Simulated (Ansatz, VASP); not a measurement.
# MgO: VASP beside Ansatz

```
CELL_PARAMETERS angstrom
0.00000 2.12685 2.12685
2.12685 0.00000 2.12685
2.12685 2.12685 0.00000
ATOMIC_POSITIONS crystal
Mg 0.00000 0.00000 0.00000
O 0.50000 0.50000 0.50000
```

Alike in both runs: task single point; functional PBE; k mesh 10 × 10 × 10; occupations gaussian, width 0.02 eV; no spin polarisation.

|  | VASP | Ansatz |
| --- | --- | --- |
| version | VASP 6.6.1 | Ansatz 0.2.0 |
| potentials or method | VASP PAW PBE potentials, release 64 (Mg, O), cutoff 600 eV | scalar-relativistic, plane waves, PAW |
| valence electrons in the cell | 8 | 16 |

```tsv
	VASP	Ansatz	Ansatz less VASP
gap on the k mesh at the Fermi level (eV)	4.45	4.46	+0.016
least direct gap on the mesh (eV)	4.45	4.46	+0.016
pressure (GPa)	-1.0	0.0	+1.03
```

VASP's potentials hold 8 valence electrons a cell and Ansatz's 16, so a difference there can come from the potentials and not from the codes.
